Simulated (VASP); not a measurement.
# AsRu3 (Pm-3m) in VASP: a series of runs

AsRu3 is run at these levels: PBE; tasks: single point, relaxation of cell and atoms.

All numbers are computed with VASP 6.6.1; they aren't measurements. Logs are shortened: lines on timing, memory, paths and dates and some standing lists are left out, and cuts for length are marked.

## (1) The cell of the first run

The structure is cubic, space group Pm-3m (No. 221). The conventional cell has a = 3.847 Å, b = 3.847 Å, c = 3.847 Å, α = 90.00°, β = 90.00°, γ = 90.00°. As (site symmetry m-3m) has 12 Ru at 2.72 Å within 3.6 Å. Within 3.6 Å of Ru (site symmetry 4/mmm) lie 4 As at 2.72 Å and 8 Ru at 2.72 Å.

## (2) Single point, PBE

INCAR

```
PREC = Accurate
ENCUT = 520
EDIFF = 1E-6
ISMEAR = 0
SIGMA = 0.1
LREAL = F
LASPH = T
NELM = 80
ALGO = Fast
ISIF = 2
LWAVE = F
LCHARG = T
GGA = PE
LELF = T
LVHAR = T
NBANDS = 32
```

KPOINTS

```
regular mesh
0
Gamma
  4 4 4
```

POSCAR

```
AsRu3
1.0
    3.8469463484      0.0000000000      0.0000000000
    0.0000000000      3.8469463484      0.0000000000
    0.0000000000      0.0000000000      3.8469463484
As Ru
1 3
Direct
    0.0000000000      0.0000000000      0.0000000000
    0.0000000000      0.5000000000      0.5000000000
    0.5000000000      0.0000000000      0.5000000000
    0.5000000000      0.5000000000      0.0000000000
```

Potentials or basis: VASP PAW PBE potentials, release 64 (As, Ru_pv).

Run with:

```sh
cat potpaw_PBE.64/As/POTCAR potpaw_PBE.64/Ru_pv/POTCAR > POTCAR
mpirun -np 1 vasp_std > vasp.out
```

OUTCAR:

```text
PREC = Accurate
   ENCUT = 520
   EDIFF = 1E-6
   ISMEAR = 0
   LREAL = F
   LASPH = T
   NELM = 80
   ISIF = 2
   GGA = PE

 ion  position               nearest neighbor table
   1  0.000  0.000  0.000-   2 2.72   3 2.72   4 2.72   2 2.72   3 2.72   2 2.72   4 2.72   2 2.72
                             3 2.72   4 2.72   3 2.72   4 2.72
   2  0.000  0.500  0.500-   1 2.72   3 2.72   4 2.72   1 2.72   4 2.72   1 2.72   3 2.72   1 2.72
                             3 2.72   4 2.72   4 2.72   3 2.72
   3  0.500  0.000  0.500-   1 2.72   2 2.72   4 2.72   1 2.72   4 2.72   2 2.72   4 2.72   4 2.72
                             1 2.72   2 2.72   1 2.72   2 2.72
   4  0.500  0.500  0.000-   1 2.72   2 2.72   3 2.72   2 2.72   3 2.72   1 2.72   3 2.72   3 2.72
                             1 2.72   2 2.72   2 2.72   1 2.72

  LATTYP: Found a simple cubic cell.
 ALAT       =     3.8469463484

  Lattice vectors:

 A1 = (   3.8469463484,   0.0000000000,   0.0000000000)
 A2 = (   0.0000000000,   3.8469463484,   0.0000000000)
 A3 = (   0.0000000000,   0.0000000000,   3.8469463484)

Analysis of symmetry for initial positions (statically):
=====================================================================
 Subroutine PRICEL returns:
 Original cell was already a primitive cell.

 Routine SETGRP: Setting up the symmetry group for a
 simple cubic supercell.

 Subroutine GETGRP returns: Found 48 space group operations
 (whereof 48 operations were pure point group operations)
 out of a pool of 48 trial point group operations.

The static configuration has the point symmetry O_h .

Analysis of symmetry for dynamics (positions and initial velocities):
=====================================================================
 Subroutine PRICEL returns:
 Original cell was already a primitive cell.

 Routine SETGRP: Setting up the symmetry group for a
 simple cubic supercell.

 Subroutine GETGRP returns: Found 48 space group operations
 (whereof 48 operations were pure point group operations)
 out of a pool of 48 trial point group operations.

The dynamic configuration has the point symmetry O_h .

 Subroutine INISYM returns: Found 48 space group operations
 (whereof 48 operations are pure point group operations),
 and found     1 'primitive' translations

----------------------------------------------------------------------------------------

                                     Primitive cell

  volume of cell :      56.9309

  direct lattice vectors                    reciprocal lattice vectors
     3.846946348  0.000000000  0.000000000     0.259946438  0.000000000  0.000000000
     0.000000000  3.846946348  0.000000000     0.000000000  0.259946438  0.000000000
     0.000000000  0.000000000  3.846946348     0.000000000  0.000000000  0.259946438

  length of vectors
     3.846946348  3.846946348  3.846946348     0.259946438  0.259946438  0.259946438

  position of ions in fractional coordinates (direct lattice)
     0.000000000  0.000000000  0.000000000
     0.000000000  0.500000000  0.500000000
     0.500000000  0.000000000  0.500000000
     0.500000000  0.500000000  0.000000000

  ion indices of the primitive-cell ions
   primitive index   ion index
                 1           1
                 2           2
                 3           3
                 4           4

----------------------------------------------------------------------------------------

 KPOINTS: regular mesh

Automatic generation of k-mesh.
 Grid dimensions read from file:
 generate k-points for:    4    4    4

 Generating k-lattice:

  Cartesian coordinates                     Fractional coordinates (reciprocal lattice)
     0.064986609  0.000000000  0.000000000     0.250000000  0.000000000  0.000000000
     0.000000000  0.064986609  0.000000000     0.000000000  0.250000000  0.000000000
     0.000000000  0.000000000  0.064986609     0.000000000  0.000000000  0.250000000

  Length of vectors
     0.064986609  0.064986609  0.064986609

  Shift w.r.t. Gamma in fractional coordinates (k-lattice)
     0.000000000  0.000000000  0.000000000

 Subroutine IBZKPT returns following result:
 ===========================================

 Found     10 irreducible k-points:

 Following reciprocal coordinates:
            Coordinates               Weight
  0.000000  0.000000  0.000000      1.000000
  0.250000  0.000000  0.000000      6.000000
  0.500000  0.000000  0.000000      3.000000
  0.250000  0.250000  0.000000     12.000000
  0.500000  0.250000  0.000000     12.000000
  0.500000  0.500000  0.000000      3.000000
  0.250000  0.250000  0.250000      8.000000
  0.500000  0.250000  0.250000     12.000000
  0.500000  0.500000  0.250000      6.000000
  0.500000  0.500000  0.500000      1.000000
   k-points           NKPTS =     10   k-points in BZ     NKDIM =     10   number of bands    NBANDS=     32
   number of dos      NEDOS =    301   number of ions     NIONS =      4
   total plane-waves  NPLWV =  27000
   dimension x,y,z NGX =    30 NGY =   30 NGZ =   30
   dimension x,y,z NGXF=    60 NGYF=   60 NGZF=   60
   ions per type =               1   3
   NGX,Y,Z   is equivalent  to a cutoff of  12.96, 12.96, 12.96 a.u.
   NGXF,Y,Z  is equivalent  to a cutoff of  25.93, 25.93, 25.93 a.u.
 SYSTEM =  unknown system
   PREC   = accura    normal or accurate (medium, high low for compatibility)
   ISTART =      0    job   : 0-new  1-cont  2-samecut
   ICHARG =      2    charge: 1-file 2-atom 10-const
   ISPIN  =      1    spin polarized calculation?
   LNONCOLLINEAR =      F non collinear calculations
   LSORBIT =      F    spin-orbit coupling
   LASPH  =      T    aspherical Exc in radial PAW
   ENCUT  =  520.0 eV  38.22 Ry    6.18 a.u.   7.15  7.15  7.15*2*pi/ulx,y,z
   NELM   =     80;   NELMIN=  2; NELMDL= -5     # of ELM steps
   EDIFF  = 0.1E-05   stopping-criterion for ELM
   LREAL  =      F    real-space projection
   EDIFFG = 0.1E-04   stopping-criterion for IOM
   NSW    =      0    number of steps for IOM
   IBRION =     -1    ionic relax: 0-MD 1-quasi-New 2-CG
   NFREE  =      0    steps in history (QN), initial steepest desc. (CG)
   ISIF   =      2    stress and relaxation
   ISYM   =      2    0-nonsym 1-usesym 2-fastsym
   POTIM  = 0.5000    time-step for ionic-motion
   TEBEG  =    0.0;   TEEND  =   0.0 temperature during run
   PSTRESS=    0.0 pullay stress
   NELECT =      47.0000    total number of electrons
   NUPDOWN=      -1.0000    fix difference up-down
   EMIN   =  10.00;   EMAX   =-10.00  energy-range for DOS
   EFERMI =   0.00;   METHOD = LEGACY
   ISMEAR =     0;   SIGMA  =   0.10  broadening in eV -4-tet -1-fermi 0-gaus
   EFERMI_NEDOS =   21; number of points for ismear=-14 and -15
   IALGO  =     68    algorithm
   IMIX   =      4    mixing-type and parameters
     AMIX     =   0.40;   BMIX     =  1.00
     AMIX_MAG =   1.60;   BMIX_MAG =  1.00
  volume/ion in A,a.u.               =      14.23        96.05
  Fermi-wavevector in a.u.,A,eV,Ry     =   1.535765  2.902174 32.090333  2.358573
  Thomas-Fermi vector in A             =   2.642507
   LORBIT       =      0    0 simple, 1 ext, 2 COOP (PROOUT), +10 PAW based schemes
   GGA     = PE    functional components
   LHFCALC =     F    Hartree Fock is set to
   AEXX    =    0.0000 exact exchange contribution
   IVDW    =     0    specifies the selected vdW correction
   LEPSILON=     F    determine dielectric tensor
   LRPA    =     F    only Hartree local field effects (RPA)
 non-spin polarized calculation
 RMM-DIIS sequential band-by-band and
 Gauss-broadening in eV      SIGMA  =   0.10
  energy-cutoff  :      520.00
  volume of cell :       56.93
 maximum number of plane-waves:      1568
 NGX is ok and might be reduce to    30
   NGX = 15   NGY = 15   NGZ = 15

 number of electron      47.0000032 magnetization

 Free energy of the ion-electron system (eV)
  ---------------------------------------------------
  ext. energy  EPLUGINS =         0.00000000
  ---------------------------------------------------
  free energy    TOTEN  =       -31.08335324 eV

  energy without entropy =      -31.03879032  energy(sigma->0) =      -31.06107178

 E-fermi :  11.4353     XC(G=0): -13.3593

 val. band max:       11.4285172499   @ k =   0.5000   0.2500   0.2500
 cond. band min:      11.4431011332   @ k =   0.5000   0.2500   0.0000
 fundamental gap:      0.0145838834
 Fermi energy:        11.4352841816

 k-point     1 :       0.0000    0.0000    0.0000
  band No.  band energies     occupation
      1     -31.3662      2.00000
      2     -31.3662      2.00000
      3     -31.3662      2.00000
      4     -30.9602      2.00000
      5     -30.9602      2.00000
      6     -30.9602      2.00000
[... 24 lines left out ...]
     31      19.9063      0.00000
     32      19.9063      0.00000

 k-point     2 :       0.2500    0.0000    0.0000
  band No.  band energies     occupation
      1     -31.3165      2.00000
      2     -31.3165      2.00000
      3     -31.2834      2.00000
      4     -30.9788      2.00000
      5     -30.9788      2.00000
      6     -30.9656      2.00000
[... 24 lines left out ...]
     31      19.9960      0.00000
     32      19.9963      0.00000

 k-point     3 :       0.5000    0.0000    0.0000
  band No.  band energies     occupation
      1     -31.2499      2.00000
      2     -31.2499      2.00000
      3     -31.0849      2.00000
      4     -31.0588      2.00000
      5     -31.0163      2.00000
      6     -31.0163      2.00000
[... 24 lines left out ...]
     31      18.4553      0.00000
     32      19.3269      0.00000

 k-point     4 :       0.2500    0.2500    0.0000
  band No.  band energies     occupation
      1     -31.3469      2.00000
      2     -31.2635      2.00000
      3     -31.1669      2.00000
      4     -31.0929      2.00000
      5     -30.9874      2.00000
      6     -30.9253      2.00000
[... 164 lines left out ...]
     31      19.0089      0.00000
     32      20.4735      0.00000

 k-point     9 :       0.5000    0.5000    0.2500
  band No.  band energies     occupation
      1     -31.4868      2.00000
      2     -31.2989      2.00000
      3     -31.2161      2.00000
      4     -31.2161      2.00000
      5     -30.8852      2.00000
      6     -30.8265      2.00000
[... 24 lines left out ...]
     31      19.0216      0.00000
     32      20.3233      0.00000

 k-point    10 :       0.5000    0.5000    0.5000
  band No.  band energies     occupation
      1     -31.5868      2.00000
      2     -31.2975      2.00000
      3     -31.2975      2.00000
      4     -31.2975      2.00000
      5     -30.7822      2.00000
      6     -30.7822      2.00000
[... 24 lines left out ...]
     31      18.7368      0.00000
     32      18.7368      0.00000

------------------------ aborting loop because EDIFF is reached ----------------------------------------

  FORCE on cell =-STRESS in cart. coord.  units (eV):
  Direction    XX          YY          ZZ          XY          YZ          ZX
  --------------------------------------------------------------------------------------
  -------------------------------------------------------------------------------------
  Total       -0.0874132     -0.0874132     -0.0874132     -0.0000000     -0.0000000     -0.0000000
  in kB       -2.4600225     -2.4600225     -2.4600225     -0.0000000     -0.0000000     -0.0000000
  external PRESSURE =      -2.4600225 kB  Pullay stress =       0.0000000 kB

 VOLUME and BASIS-vectors are now :
 -----------------------------------------------------------------------------
  energy-cutoff  :      520.00
  volume of cell :       56.93
      direct lattice vectors                 reciprocal lattice vectors
     3.846946348  0.000000000  0.000000000     0.259946438  0.000000000  0.000000000
     0.000000000  3.846946348  0.000000000     0.000000000  0.259946438  0.000000000
     0.000000000  0.000000000  3.846946348     0.000000000  0.000000000  0.259946438

 POSITION                                       TOTAL-FORCE (eV/Angst)
 -----------------------------------------------------------------------------------
      0.00000      0.00000      0.00000         0.000000      0.000000      0.000000
      0.00000      1.92347      1.92347         0.000000      0.000000      0.000000
      1.92347      0.00000      1.92347         0.000000      0.000000      0.000000
      1.92347      1.92347      0.00000         0.000000      0.000000      0.000000
 -----------------------------------------------------------------------------------
    total drift:                                0.000000      0.000000     -0.000000

  FREE ENERGIE OF THE ION-ELECTRON SYSTEM (eV)
  ---------------------------------------------------
  free  energy   TOTEN  =       -31.0833532410 eV

  energy  without entropy=      -31.0387903213  energy(sigma->0) =      -31.06107178
```

Run time: 37 s. Hardware: 1 thread of Intel Xeon 8259CL, shared host; peak memory 0.17 GiB.

What came out:

| Quantity | Value |
| --- | --- |
| Free energy | -31.0834 eV |
| Pressure | -0.2 GPa |
| Band gap on the k mesh | zero (an odd number of electrons rules out a gap without spin polarisation) |

Caveat: the k points lie up to 0.41 Å⁻¹ apart, too coarse for converged energies and pressures of a metal.

(Continued in part 2 of 3.)
